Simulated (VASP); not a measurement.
Here is a VASP 6.6.1 calculation.

The input INCAR:

```
ALGO = Normal
EDIFF = 1E-6
ENCUT = 520
GGA = PS
ISIF = 2
ISMEAR = -1
ISPIN = 2
ISYM = 0
LASPH = T
LCHARG = F
LDAU = T
LDAUJ = 0 0 0
LDAUL = -1 2 -1
LDAUPRINT = 1
LDAUTYPE = 2
LDAUU = 0 3.46 0
LMAXMIX = 4
LORBIT = 11
LREAL = F
LWAVE = F
MAGMOM = 0 0 1 -1 0 0 0 0 0 0
NBANDS = 54
NELM = 150
PREC = Accurate
SIGMA = 0.1
```

File KPOINTS:

```
Automatic mesh
0
Gamma
  3 3 4
  0 0.5 0.5
```

The input POSCAR:

```
TiCdP3
1.0
    5.5194050000      0.1029660000      0.6427300000
   -0.0350530000      5.5866390000     -0.0866840000
   -0.8434650000     -0.2103130000      5.1283010000
Cd Ti P
2 2 6
Direct
    0.4518290000      0.5644670000      0.9518570000
    0.0381290000      0.7800460000      0.7668040000
    0.6265520000      0.0396900000      0.9355650000
    0.2198380000      0.2158620000      0.6054420000
    0.1936190000      0.1325060000      0.1022380000
    0.6313680000      0.7443240000      0.5230260000
    0.5799200000      0.3343150000      0.3363010000
    0.2527620000      0.6216210000      0.3757860000
    0.8015500000      0.4013780000      0.7094330000
    0.8614640000      0.6503310000      0.1757210000
```

Potentials or basis: VASP PAW PBE potentials, release 64 (Cd, Ti_sv, P).

Command:

```bash
$ cat potpaw_PBE.64/Cd/POTCAR potpaw_PBE.64/Ti_sv/POTCAR potpaw_PBE.64/P/POTCAR > POTCAR
$ mpirun -np 1 vasp_std > vasp.out
```

Question: What does it give for the largest force?

Answer: 2.743 eV/Å.

Question: Predict the band gap on the k mesh.

Answer: Zero (filled and empty bands overlap).

Question: Estimate the pressure.

Answer: 10.6 GPa.

Stress tensor (GPa, compression positive):
```
11.00  3.18  3.13
 3.18  9.74  2.08
 3.13  2.08 11.07
```

Caveat: the k points lie up to 0.38 Å⁻¹ apart; the PAW data sets were made with another functional, which shifts forces and pressure a little; the U is typed as a test and isn't derived for this compound.
